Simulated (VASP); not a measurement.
# Al36H in VASP: single point with PBE+D3(BJ)

Aim: the single point of Al36H with PBE+D3(BJ).

Program: VASP 6.6.1. These are calculated values, not measurements. Logs are shortened: lines on timing, memory, paths and dates and some standing lists are left out, and cuts for length are marked.

## Step 1: The cell of the first run

The cell holds a slab with vacuum, 37 atoms: a = 5.629 Å, b = 5.629 Å, c = 35.807 Å, α = 90.00°, β = 90.00°, γ = 120.00°.

## Step 2: Single point, PBE+D3(BJ)

The input, INCAR:

```
SYSTEM = Al36H
ALGO     = Normal         ! electronic algorithm
DIPOL    = 0.5 0.5 0.379
EDIFF    = 1E-6           ! SCF threshold, eV
ENCUT    = 520            ! plane-wave cutoff, eV
GGA      = PE             ! functional
IDIPOL   = 3            
ISIF     = 2              ! what is computed and relaxed
ISMEAR   = 0              ! smearing method
IVDW     = 12             ! dispersion correction
LASPH    = .True.         ! aspherical terms in the spheres
LCHARG   = .False.        ! write CHGCAR
LDIPOL   = .True.       
LREAL    = Auto         
LWAVE    = .False.        ! write WAVECAR
NBANDS   = 78             ! bands
NELM     = 80             ! most SCF steps
PREC     = Accurate       ! precision mode
SIGMA    = 0.1            ! smearing width, eV
```

The input, KPOINTS:

```
k-points
0
Gamma
  6 6 1
  0 0 0
```

The input, POSCAR:

```
Al36H
1.0
    5.6288445221      0.0000000000      0.0000000000
   -2.8144222610      4.8747223501      0.0000000000
    0.0000000000      0.0000000000     35.8073562139
Al H
36 1
Direct
    0.1666666667      0.3333333333      0.1117088895
    0.1666666667      0.8333333333      0.1117088895
    0.6666666667      0.3333333333      0.1117088895
    0.6666666667      0.8333333333      0.1117088895
    0.0000000000      0.0000000000      0.1762280837
    0.0000000000      0.5000000000      0.1762280837
    0.5000000000      0.0000000000      0.1762280837
    0.5000000000      0.5000000000      0.1762280837
    0.3333333333      0.1666666667      0.2407472780
    0.3333333333      0.6666666667      0.2407472780
    0.8333333333      0.1666666667      0.2407472780
    0.8333333333      0.6666666667      0.2407472780
    0.0000000000      0.0000000000      0.3052664723
    0.0000000000      0.5000000000      0.3052664723
    0.5000000000      0.0000000000      0.3052664723
    0.5000000000      0.5000000000      0.3052664723
    0.1666666667      0.3333333333      0.3692823671
    0.1666666667      0.8333333333      0.3692823671
    0.6666666667      0.3333333333      0.3692823671
    0.6666666667      0.8333333333      0.3692823671
    0.0000000000      0.0000000000      0.4332765596
    0.0000000000      0.5000000000      0.4332765596
    0.5000000000      0.0000000000      0.4332765596
    0.5000000000      0.5000000000      0.4332765596
    0.3333333333      0.1666666667      0.4981718464
    0.3333333333      0.6666666667      0.4981718464
    0.8333333333      0.1666666667      0.4981718464
    0.8333333333      0.6666666667      0.4981718464
    0.0000000000      0.0000000000      0.5626837009
    0.0000000000      0.5000000000      0.5626837009
    0.5000000000      0.0000000000      0.5626837009
    0.5000000000      0.5000000000      0.5626837009
    0.1666666667      0.3333333333      0.6285679423
    0.1666666667      0.8333333333      0.6285679423
    0.6666666667      0.3333333333      0.6285679423
    0.6666666667      0.8333333333      0.6285679423
    0.1666666667      0.5833333333      0.7207277762
```

Potentials or basis: VASP PAW PBE potentials, release 64 (Al, H).

On the command line:

```console
$ cat potpaw_PBE.64/Al/POTCAR potpaw_PBE.64/H/POTCAR > POTCAR
$ mpirun -np 1 vasp_std > vasp.out
```

OUTCAR:

```text
SYSTEM = Al36H
   EDIFF = 1E-6
   ENCUT = 520
   GGA = PE
   ISIF = 2
   ISMEAR = 0
   IVDW = 12
   LASPH = .True.
   LREAL = Auto
   NELM = 80
   PREC = Accurate
 IVDW          = 12

 ion  position               nearest neighbor table
   1  0.167  0.333  0.112-   2 2.81   2 2.81   3 2.81   3 2.81   4 2.81   4 2.81   5 2.82   8 2.82
                             6 2.82
   2  0.167  0.833  0.112-   1 2.81   1 2.81   4 2.81   4 2.81   3 2.81   3 2.81   6 2.82   7 2.82
                             5 2.82
   3  0.667  0.333  0.112-   4 2.81   4 2.81   1 2.81   1 2.81   2 2.81   2 2.81   7 2.82   6 2.82
                             8 2.82
   4  0.667  0.833  0.112-   3 2.81   3 2.81   2 2.81   2 2.81   1 2.81   1 2.81   8 2.82   5 2.82
                             7 2.82
   5  0.000  0.000  0.176-   6 2.81   6 2.81   7 2.81   7 2.81   8 2.81   8 2.81   1 2.82   4 2.82
                             2 2.82  12 2.82   9 2.82  11 2.82
   6  0.000  0.500  0.176-   5 2.81   5 2.81   8 2.81   8 2.81   7 2.81   7 2.81   2 2.82   3 2.82
                             1 2.82  11 2.82  10 2.82  12 2.82
   7  0.500  0.000  0.176-   8 2.81   8 2.81   5 2.81   5 2.81   6 2.81   6 2.81   3 2.82   2 2.82
                             4 2.82  10 2.82  11 2.82   9 2.82
   8  0.500  0.500  0.176-   7 2.81   7 2.81   6 2.81   6 2.81   5 2.81   5 2.81   4 2.82   1 2.82
                             3 2.82   9 2.82  12 2.82  10 2.82
   9  0.333  0.167  0.241-  10 2.81  10 2.81  11 2.81  11 2.81  12 2.81  12 2.81  16 2.82   8 2.82
[... 40 lines left out ...]
                            27 2.82  33 2.86  36 2.86  34 2.86
  30  0.000  0.500  0.563-  29 2.81  29 2.81  32 2.81  32 2.81  31 2.81  31 2.81  27 2.82  26 2.82
                            28 2.82  34 2.86  35 2.86  33 2.86
  31  0.500  0.000  0.563-  32 2.81  32 2.81  29 2.81  29 2.81  30 2.81  30 2.81  26 2.82  27 2.82
                            25 2.82  35 2.86  34 2.86  36 2.86
  32  0.500  0.500  0.563-  31 2.81  31 2.81  30 2.81  30 2.81  29 2.81  29 2.81  25 2.82  28 2.82
                            26 2.82  36 2.86  33 2.86  35 2.86
  33  0.167  0.333  0.629-  34 2.81  34 2.81  35 2.81  35 2.81  36 2.81  36 2.81  29 2.86  32 2.86
                            30 2.86
  34  0.167  0.833  0.629-  33 2.81  33 2.81  36 2.81  36 2.81  35 2.81  35 2.81  30 2.86  31 2.86
                            29 2.86
  35  0.667  0.333  0.629-  36 2.81  36 2.81  33 2.81  33 2.81  34 2.81  34 2.81  31 2.86  30 2.86
                            32 2.86
  36  0.667  0.833  0.629-  35 2.81  35 2.81  34 2.81  34 2.81  33 2.81  33 2.81  32 2.86  29 2.86
                            31 2.86
  37  0.167  0.583  0.721-

  LATTYP: Found a hexagonal cell.
 ALAT       =     5.6288445221
 C/A-ratio  =     6.3614043830

  Lattice vectors:

 A1 = (   5.6288445221,   0.0000000000,   0.0000000000)
 A2 = (  -2.8144222610,   4.8747223501,   0.0000000000)
 A3 = (   0.0000000000,   0.0000000000,  35.8073562139)

Analysis of symmetry for initial positions (statically):
=====================================================================
 Subroutine PRICEL returns:
 Original cell was already a primitive cell.

 Routine SETGRP: Setting up the symmetry group for a
 hexagonal supercell.

 Subroutine GETGRP returns: Found  2 space group operations
 (whereof  2 operations were pure point group operations)
 out of a pool of 24 trial point group operations.

The static configuration has the point symmetry C_1h.

Analysis of symmetry for dynamics (positions and initial velocities):
=====================================================================
 Subroutine PRICEL returns:
 Original cell was already a primitive cell.

 Routine SETGRP: Setting up the symmetry group for a
 hexagonal supercell.

 Subroutine GETGRP returns: Found  2 space group operations
 (whereof  2 operations were pure point group operations)
 out of a pool of 24 trial point group operations.

The dynamic configuration has the point symmetry C_1h.

 Subroutine INISYM returns: Found  2 space group operations
 (whereof  2 operations are pure point group operations),
 and found     1 'primitive' translations

----------------------------------------------------------------------------------------

                                     Primitive cell

  volume of cell :     982.5200

  direct lattice vectors                    reciprocal lattice vectors
     5.628844522  0.000000000  0.000000000     0.177656355  0.102569944  0.000000000
    -2.814422261  4.874722350  0.000000000     0.000000000  0.205139889  0.000000000
     0.000000000  0.000000000 35.807356214     0.000000000  0.000000000  0.027927222

  length of vectors
     5.628844522  5.628844522 35.807356214     0.205139889  0.205139889  0.027927222
[... 105 lines left out ...]

 Following reciprocal coordinates:
            Coordinates               Weight
  0.000000  0.000000  0.000000      1.000000
  0.166667  0.000000  0.000000      2.000000
  0.000000  0.166667  0.000000      4.000000
  0.333333 -0.000000  0.000000      2.000000
  0.000000  0.333333  0.000000      4.000000
  0.500000 -0.000000  0.000000      1.000000
  0.000000  0.500000  0.000000      2.000000
  0.166667  0.166667  0.000000      4.000000
 -0.166667  0.333333  0.000000      2.000000
  0.333333  0.166667  0.000000      4.000000
 -0.166667  0.500000  0.000000      4.000000
  0.500000  0.333333  0.000000      4.000000
  0.333333  0.333333  0.000000      2.000000
   k-points           NKPTS =     13   k-points in BZ     NKDIM =     13   number of bands    NBANDS=     78
   number of dos      NEDOS =    301   number of ions     NIONS =     37
   total plane-waves  NPLWV = 476280
   dimension x,y,z NGX =    42 NGY =   42 NGZ =  270
   dimension x,y,z NGXF=    84 NGYF=   84 NGZF=  540
   ions per type =              36   1
   NGX,Y,Z   is equivalent  to a cutoff of  12.40, 12.40, 12.54 a.u.
   NGXF,Y,Z  is equivalent  to a cutoff of  24.81, 24.81, 25.07 a.u.
 SYSTEM =  Al36H
   PREC   = accura    normal or accurate (medium, high low for compatibility)
   ISTART =      0    job   : 0-new  1-cont  2-samecut
   ICHARG =      2    charge: 1-file 2-atom 10-const
   ISPIN  =      1    spin polarized calculation?
   LNONCOLLINEAR =      F non collinear calculations
   LSORBIT =      F    spin-orbit coupling
   LASPH  =      T    aspherical Exc in radial PAW
   ENCUT  =  520.0 eV  38.22 Ry    6.18 a.u.  10.47 10.47 66.58*2*pi/ulx,y,z
   NELM   =     80;   NELMIN=  2; NELMDL= -5     # of ELM steps
   EDIFF  = 0.1E-05   stopping-criterion for ELM
   LREAL  =      T    real-space projection
   EDIFFG = 0.1E-04   stopping-criterion for IOM
   NSW    =      0    number of steps for IOM
   IBRION =     -1    ionic relax: 0-MD 1-quasi-New 2-CG
   NFREE  =      0    steps in history (QN), initial steepest desc. (CG)
   ISIF   =      2    stress and relaxation
   ISYM   =      2    0-nonsym 1-usesym 2-fastsym
   POTIM  = 0.5000    time-step for ionic-motion
   TEBEG  =    0.0;   TEEND  =   0.0 temperature during run
   PSTRESS=    0.0 pullay stress
   NELECT =     109.0000    total number of electrons
   NUPDOWN=      -1.0000    fix difference up-down
   EMIN   =  10.00;   EMAX   =-10.00  energy-range for DOS
   EFERMI =   0.00;   METHOD = LEGACY
   ISMEAR =     0;   SIGMA  =   0.10  broadening in eV -4-tet -1-fermi 0-gaus
   EFERMI_NEDOS =   21; number of points for ismear=-14 and -15
   IALGO  =     38    algorithm
   IMIX   =      4    mixing-type and parameters
     AMIX     =   0.40;   BMIX     =  1.00
     AMIX_MAG =   1.60;   BMIX_MAG =  1.00
  volume/ion in A,a.u.               =      26.55       179.20
  Fermi-wavevector in a.u.,A,eV,Ry     =   0.786629  1.486513  8.419080  0.618785
  Thomas-Fermi vector in A             =   1.891206
   LORBIT       =      0    0 simple, 1 ext, 2 COOP (PROOUT), +10 PAW based schemes
   GGA     = PE    functional components
   LHFCALC =     F    Hartree Fock is set to
   AEXX    =    0.0000 exact exchange contribution
   IVDW    =    12    specifies the selected vdW correction
   LEPSILON=     F    determine dielectric tensor
   LRPA    =     F    only Hartree local field effects (RPA)
 non-spin polarized calculation
 Gauss-broadening in eV      SIGMA  =   0.10
  energy-cutoff  :      520.00
  volume of cell :      982.52
 maximum number of plane-waves:     26569
 NGX is ok and might be reduce to    42
   NGX = 21   NGY = 21   NGZ =133

 dipolmoment           0.000000      0.000000     -1.129272 electrons x Angstroem

 number of electron     109.0000001 magnetization

 dipolmoment           0.000000      0.000000      0.320072 electrons x Angstroem

 Free energy of the ion-electron system (eV)
  ---------------------------------------------------
  ext. energy  EPLUGINS =         0.00000000
  ---------------------------------------------------
  free energy    TOTEN  =      -132.26095357 eV

  energy without entropy =     -132.16547868  energy(sigma->0) =     -132.21321613

 E-fermi :   2.8295     XC(G=0):  -6.6877

 val. band max:        2.8268377746   @ k =   0.3333  -0.0000   0.0000
 cond. band min:       2.8406533490   @ k =  -0.1667   0.3333   0.0000
 fundamental gap:      0.0138155744
 Fermi energy:         2.8294684845

 k-point     1 :       0.0000    0.0000    0.0000
  band No.  band energies     occupation
      1      -8.4757      2.00000
      2      -8.2112      2.00000
      3      -7.8251      2.00000
      4      -7.2723      2.00000
      5      -6.5932      2.00000
      6      -5.7788      2.00000
[... 886 lines left out ...]
     65       5.4420      0.00000
     66       5.4435      0.00000
 [bands above 66 left out]

------------------------ aborting loop because EDIFF is reached ----------------------------------------

 vacuum level on the upper side and lower side of the slab       (xc-potential included)         0.906        -1.152

 Edisp (eV)  -11.25330

 E8    (eV) :    -5.1006

  FORCE on cell =-STRESS in cart. coord.  units (eV):
  Direction    XX          YY          ZZ          XY          YZ          ZX
  --------------------------------------------------------------------------------------
  -------------------------------------------------------------------------------------
  Total      -3.82439    -3.95827    -1.34489     0.11594     0.01254     0.02173
  in kB      -6.23636    -6.45468    -2.19308     0.18907     0.02046     0.03543
  external pressure =       -4.96 kB  Pullay stress =        0.00 kB

 VOLUME and BASIS-vectors are now :
 -----------------------------------------------------------------------------
  energy-cutoff  :      520.00
  volume of cell :      982.52
      direct lattice vectors                 reciprocal lattice vectors
     5.628844522  0.000000000  0.000000000     0.177656355  0.102569944  0.000000000
    -2.814422261  4.874722350  0.000000000     0.000000000  0.205139889  0.000000000
     0.000000000  0.000000000 35.807356214     0.000000000  0.000000000  0.027927222

 POSITION                                       TOTAL-FORCE (eV/Angst)
 -----------------------------------------------------------------------------------
      0.00000      1.62491      4.00000        -0.012959      0.017344     -0.115122
     -1.40721      4.06227      4.00000         0.008541     -0.019895     -0.115122
      2.81442      1.62491      4.00000         0.014134      0.008160     -0.110244
      1.40721      4.06227      4.00000        -0.009467     -0.005466     -0.114337
      0.00000      0.00000      6.31026         0.008165      0.004714      0.117582
     -1.40721      2.43736      6.31026         0.022026      0.012716      0.098467
[... 29 lines left out ...]
      1.40721      4.06227     22.50736         0.008587      0.004958      0.053008
     -0.70361      2.84359     25.80736         0.001924      0.001111     -0.713817
 -----------------------------------------------------------------------------------
    total drift:                               -0.000064     -0.000037     -0.055152

  FREE ENERGIE OF THE ION-ELECTRON SYSTEM (eV)
  ---------------------------------------------------
  free  energy   TOTEN  =      -143.5142503293 eV

  energy  without entropy=     -143.4187754389  energy(sigma->0) =     -143.46651288

 vacuum level on the upper side and lower side of the slab         8.894         6.801
```

Wall time 39 min (1 thread of Intel Xeon 6975P-C (Granite Rapids), shared host); peak memory 1.2 GiB.

Results:

```
Free energy                : -143.5143 eV
Largest force              : 0.714 eV/Å
Band gap on the k mesh     : zero (an odd number of electrons rules out a gap without spin polarisation)
Dispersion energy per atom : -0.304 eV
```

Forces on the atoms (eV/Å):
```
Al  -0.013  0.017 -0.115
Al   0.009 -0.020 -0.115
Al   0.014  0.008 -0.110
Al  -0.009 -0.005 -0.114
Al   0.008  0.005  0.118
Al   0.022  0.013  0.098
Al  -0.007 -0.022  0.120
Al  -0.023  0.005  0.120
Al  -0.001  0.000 -0.024
Al  -0.018 -0.010 -0.024
Al   0.000  0.019 -0.021
Al   0.017 -0.010 -0.021
Al  -0.001 -0.001  0.009
Al   0.018  0.010  0.045
Al   0.001 -0.019  0.018
Al  -0.016  0.010  0.018
Al  -0.012  0.015  0.007
Al   0.007 -0.018  0.007
Al   0.011  0.006 -0.019
Al  -0.006 -0.003  0.000
Al  -0.004 -0.002  0.010
Al   0.014  0.008  0.003
Al  -0.001 -0.016  0.030
Al  -0.014  0.007  0.030
Al   0.004  0.003  0.007
Al  -0.004 -0.002 -0.040
Al   0.004 -0.001 -0.005
Al   0.001  0.005 -0.005
Al   0.003  0.001 -0.024
Al   0.001  0.001  0.022
Al  -0.012  0.012 -0.015
Al   0.005 -0.016 -0.015
Al  -0.034  0.042  0.301
Al   0.020 -0.051  0.301
Al   0.006  0.003  0.064
Al   0.009  0.005  0.053
H    0.002  0.001 -0.714
```
